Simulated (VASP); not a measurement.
# CaO (Cmcm) in VASP: notebook, part 4 of 5

VASP 6.6.1.

### 5 Single point, PBE

INCAR

```
  PREC = Accurate
  ENCUT = 520
  EDIFF = 1E-6
  ISMEAR = 0
  SIGMA = 0.05
  LREAL = False
  LASPH = True
  NELM = 60
  ALGO = Normal
  ISIF = 2
  LWAVE = False
  LCHARG = False
  GGA = PE
  NBANDS = 24
```

KPOINTS

```
regular mesh
0
Gamma
  9 9 6
```

POSCAR

```
CaO
1.0
    4.2051079406      0.0000000000      0.0000000000
   -2.1025539703      3.3871681346      0.0000000000
    0.0000000000      0.0000000000      4.6793913223
Ca O
2 2
Direct
    0.3333333333      0.6666666667      0.7500000000
    0.6666666667      0.3333333333      0.2500000000
    0.3333333333      0.6666666667      0.2500000000
    0.6666666667      0.3333333333      0.7500000000
```

Potentials or basis: VASP PAW PBE potentials, release 64 (Ca_sv, O).

On the command line:

```console
cat potpaw_PBE.64/Ca_sv/POTCAR potpaw_PBE.64/O/POTCAR > POTCAR
mpirun -np 1 vasp_std > vasp.out
```

OUTCAR:

```text
PREC = Accurate
   ENCUT = 520
   EDIFF = 1E-6
   ISMEAR = 0
   LREAL = False
   LASPH = True
   NELM = 60
   ISIF = 2
   GGA = PE

 ion  position               nearest neighbor table
   1  0.333  0.667  0.750-   4 2.26   3 2.34   3 2.34   4 2.39   4 2.39
   2  0.667  0.333  0.250-   3 2.26   4 2.34   4 2.34   3 2.39   3 2.39
   3  0.333  0.667  0.250-   2 2.26   1 2.34   1 2.34   2 2.39   2 2.39
   4  0.667  0.333  0.750-   1 2.26   2 2.34   2 2.34   1 2.39   1 2.39

  Warning from LATTYP: Monoclinic adjustment (A1->A3, A2->A1, A3->A2)!
  LATTYP: Found a base centered orthorhombic cell.
 ALAT       =     4.2051079406
 B/A-ratio  =     1.6109779737
 C/A-ratio  =     1.1127874453

  Lattice vectors:

 A1 = (   2.1025539703,  -3.3871681346,   0.0000000000)
 A2 = (   2.1025539703,   3.3871681346,   0.0000000000)
 A3 = (   0.0000000000,   0.0000000000,   4.6793913223)

Analysis of symmetry for initial positions (statically):
=====================================================================
 Subroutine PRICEL returns:
 Original cell was already a primitive cell.

 Routine SETGRP: Setting up the symmetry group for a
 base centered orthorhombic supercell.

 Subroutine GETGRP returns: Found  8 space group operations
 (whereof  4 operations were pure point group operations)
 out of a pool of  8 trial point group operations.

The static configuration has the point symmetry C_2h.
 The point group associated with its full space group is D_2h.

Analysis of symmetry for dynamics (positions and initial velocities):
=====================================================================
 Subroutine PRICEL returns:
 Original cell was already a primitive cell.

 Routine SETGRP: Setting up the symmetry group for a
 base centered orthorhombic supercell.

 Subroutine GETGRP returns: Found  8 space group operations
 (whereof  4 operations were pure point group operations)
 out of a pool of  8 trial point group operations.

The dynamic configuration has the point symmetry C_2h.
 The point group associated with its full space group is D_2h.

 Subroutine INISYM returns: Found  8 space group operations
 (whereof  4 operations are pure point group operations),
 and found     1 'primitive' translations

----------------------------------------------------------------------------------------

                                     Primitive cell

  volume of cell :      66.6505

  direct lattice vectors                    reciprocal lattice vectors
     4.205107941  0.000000000  0.000000000     0.237806024  0.147615938  0.000000000
    -2.102553970  3.387168135  0.000000000     0.000000000  0.295231875  0.000000000
     0.000000000  0.000000000  4.679391322     0.000000000  0.000000000  0.213703008

  length of vectors
     4.205107941  3.986682978  4.679391322     0.279896713  0.295231875  0.213703008

  position of ions in fractional coordinates (direct lattice)
     0.333333333  0.666666667  0.750000000
     0.666666667  0.333333333  0.250000000
     0.333333333  0.666666667  0.250000000
     0.666666667  0.333333333  0.750000000

  ion indices of the primitive-cell ions
   primitive index   ion index
                 1           1
                 2           2
                 3           3
                 4           4

----------------------------------------------------------------------------------------

 KPOINTS: regular mesh

Automatic generation of k-mesh.
 Grid dimensions read from file:
 generate k-points for:    9    9    6

 Generating k-lattice:

  Cartesian coordinates                     Fractional coordinates (reciprocal lattice)
     0.026422892  0.016401771  0.000000000     0.111111111  0.000000000  0.000000000
     0.000000000  0.032803542  0.000000000     0.000000000  0.111111111  0.000000000
     0.000000000  0.000000000  0.035617168     0.000000000  0.000000000  0.166666667

  Length of vectors
     0.031099635  0.032803542  0.035617168

  Shift w.r.t. Gamma in fractional coordinates (k-lattice)
     0.000000000  0.000000000  0.000000000

 Subroutine IBZKPT returns following result:
 ===========================================

 Found    100 irreducible k-points:

 Following reciprocal coordinates:
            Coordinates               Weight
  0.000000  0.000000  0.000000      1.000000
  0.111111 -0.000000  0.000000      4.000000
  0.222222  0.000000  0.000000      4.000000
  0.333333 -0.000000  0.000000      4.000000
  0.444444  0.000000  0.000000      4.000000
  0.000000  0.111111  0.000000      2.000000
[... 16 lines left out ...]
  0.333333  0.333333  0.000000      2.000000
  0.000000  0.444444  0.000000      2.000000
 [... further k-points ...]
   k-points           NKPTS =    100   k-points in BZ     NKDIM =    100   number of bands    NBANDS=     24
   number of dos      NEDOS =    301   number of ions     NIONS =      4
   total plane-waves  NPLWV =  34560
   dimension x,y,z NGX =    32 NGY =   30 NGZ =   36
   dimension x,y,z NGXF=    64 NGYF=   60 NGZF=   72
   ions per type =               2   2
   NGX,Y,Z   is equivalent  to a cutoff of  12.65, 12.51, 12.79 a.u.
   NGXF,Y,Z  is equivalent  to a cutoff of  25.30, 25.02, 25.58 a.u.
 SYSTEM =  unknown system
   PREC   = accura    normal or accurate (medium, high low for compatibility)
   ISTART =      0    job   : 0-new  1-cont  2-samecut
   ICHARG =      2    charge: 1-file 2-atom 10-const
   ISPIN  =      1    spin polarized calculation?
   LNONCOLLINEAR =      F non collinear calculations
   LSORBIT =      F    spin-orbit coupling
   LASPH  =      T    aspherical Exc in radial PAW
   ENCUT  =  520.0 eV  38.22 Ry    6.18 a.u.   7.82  7.41  8.70*2*pi/ulx,y,z
   NELM   =     60;   NELMIN=  2; NELMDL= -5     # of ELM steps
   EDIFF  = 0.1E-05   stopping-criterion for ELM
   LREAL  =      F    real-space projection
   EDIFFG = 0.1E-04   stopping-criterion for IOM
   NSW    =      0    number of steps for IOM
   IBRION =     -1    ionic relax: 0-MD 1-quasi-New 2-CG
   NFREE  =      0    steps in history (QN), initial steepest desc. (CG)
   ISIF   =      2    stress and relaxation
   ISYM   =      2    0-nonsym 1-usesym 2-fastsym
   POTIM  = 0.5000    time-step for ionic-motion
   TEBEG  =    0.0;   TEEND  =   0.0 temperature during run
   PSTRESS=    0.0 pullay stress
   NELECT =      32.0000    total number of electrons
   NUPDOWN=      -1.0000    fix difference up-down
   EMIN   =  10.00;   EMAX   =-10.00  energy-range for DOS
   EFERMI =   0.00;   METHOD = LEGACY
   ISMEAR =     0;   SIGMA  =   0.05  broadening in eV -4-tet -1-fermi 0-gaus
   EFERMI_NEDOS =   21; number of points for ismear=-14 and -15
   IALGO  =     38    algorithm
   IMIX   =      4    mixing-type and parameters
     AMIX     =   0.40;   BMIX     =  1.00
     AMIX_MAG =   1.60;   BMIX_MAG =  1.00
  volume/ion in A,a.u.               =      16.66       112.44
  Fermi-wavevector in a.u.,A,eV,Ry     =   1.281909  2.422456 22.358314  1.643290
  Thomas-Fermi vector in A             =   2.414251
   LORBIT       =      0    0 simple, 1 ext, 2 COOP (PROOUT), +10 PAW based schemes
   GGA     = PE    functional components
   LHFCALC =     F    Hartree Fock is set to
   AEXX    =    0.0000 exact exchange contribution
   IVDW    =     0    specifies the selected vdW correction
   LEPSILON=     F    determine dielectric tensor
   LRPA    =     F    only Hartree local field effects (RPA)
 non-spin polarized calculation
 Gauss-broadening in eV      SIGMA  =   0.05
  energy-cutoff  :      520.00
  volume of cell :       66.65
 maximum number of plane-waves:      1815
   NGX = 15   NGY = 15   NGZ = 17

 number of electron      32.0000003 magnetization

 Free energy of the ion-electron system (eV)
  ---------------------------------------------------
  ext. energy  EPLUGINS =         0.00000000
  ---------------------------------------------------
  free energy    TOTEN  =       -25.27817757 eV

  energy without entropy =      -25.27817757  energy(sigma->0) =      -25.27817757

 E-fermi :   1.6850     XC(G=0):  -9.3400

 val. band max:        1.3571970296   @ k =   0.0000   0.0000   0.0000
 cond. band min:       4.3695591747   @ k =   0.0000   0.0000   0.0000
 fundamental gap:      3.0123621451
 Fermi energy:         1.6849793977

 k-point     1 :       0.0000    0.0000    0.0000
  band No.  band energies     occupation
      1     -36.3792      2.00000
      2     -36.2425      2.00000
      3     -17.6985      2.00000
      4     -17.5203      2.00000
      5     -17.4869      2.00000
      6     -17.2946      2.00000
[... 637 lines left out ...]
     23       9.7451      0.00000
     24       9.9920      0.00000

 [... further k-points ...]
[... 5 lines left out ...]
  --------------------------------------------------------------------------------------
  -------------------------------------------------------------------------------------
  Total       -1.3056603      1.0283093      2.0636918      0.0000000      0.0000000      0.0000000
  in kB      -31.3861108     24.7190110     49.6080498      0.0000000      0.0000000      0.0000000
  external PRESSURE =      14.3136500 kB  Pullay stress =       0.0000000 kB

 VOLUME and BASIS-vectors are now :
 -----------------------------------------------------------------------------
  energy-cutoff  :      520.00
  volume of cell :       66.65
      direct lattice vectors                 reciprocal lattice vectors
     4.205107941  0.000000000  0.000000000     0.237806024  0.147615938  0.000000000
    -2.102553970  3.387168135  0.000000000     0.000000000  0.295231875  0.000000000
     0.000000000  0.000000000  4.679391322     0.000000000  0.000000000  0.213703008

 POSITION                                       TOTAL-FORCE (eV/Angst)
 -----------------------------------------------------------------------------------
     -0.00000      2.25811      3.50954         0.000000     -0.449774      0.000000
      2.10255      1.12906      1.16985         0.000000      0.449774     -0.000000
     -0.00000      2.25811      1.16985         0.000000     -0.332481      0.000000
      2.10255      1.12906      3.50954        -0.000000      0.332481     -0.000000
 -----------------------------------------------------------------------------------
    total drift:                               -0.000000      0.000000      0.000000

  FREE ENERGIE OF THE ION-ELECTRON SYSTEM (eV)
  ---------------------------------------------------
  free  energy   TOTEN  =       -25.2781775685 eV

  energy  without entropy=      -25.2781775685  energy(sigma->0) =      -25.27817757
```

stdout:

```text
POSCAR found type information on POSCAR CaO
 POSCAR found :  2 types and       4 ions
 scaLAPACK will be used
 LDA part: xc-table for (Slater+PW92), standard interpolation
 POSCAR, INCAR and KPOINTS ok, starting setup
 FFT: planning ... GRIDC
 FFT: planning ... GRID_SOFT
 FFT: planning ... GRID
 WAVECAR not read
 entering main loop
```

It took 3.4 min on 1 thread of AMD EPYC 7R43 (Zen 3), shared host; peak memory 0.23 GiB.

What came out:

```
Free energy            : -25.2782 eV
Pressure               : 1.4 GPa
Largest force          : 0.450 eV/Å
Band gap on the k mesh : 3.01 eV, direct
```

Forces on the atoms (eV/Å):
```
Ca   0.000 -0.450  0.000
Ca   0.000  0.450  0.000
O    0.000 -0.332  0.000
O    0.000  0.332  0.000
```

Levels at points of the mesh, in eV from the valence-band top:
| k point | band 13 | band 14 | band 15 | band 16 | band 17 | band 18 | band 19 | band 20 |
| --- | --- | --- | --- | --- | --- | --- | --- | --- |
| (0.00, 0.00, 0.00) | -1.17 | -1.10 | -1.01 | 0.00 | 3.01 | 5.98 | 6.02 | 7.73 |
| (0.00, 0.00, 0.50) | -1.40 | -1.40 | -1.28 | -1.28 | 4.79 | 4.79 | 7.66 | 7.66 |

Caveat: the cell differs from its parent crystal (strain +e along x and -e along y +0.0367, strain +e along z and -e/2 along x and y -0.0267).

[end of part 4 of 5]
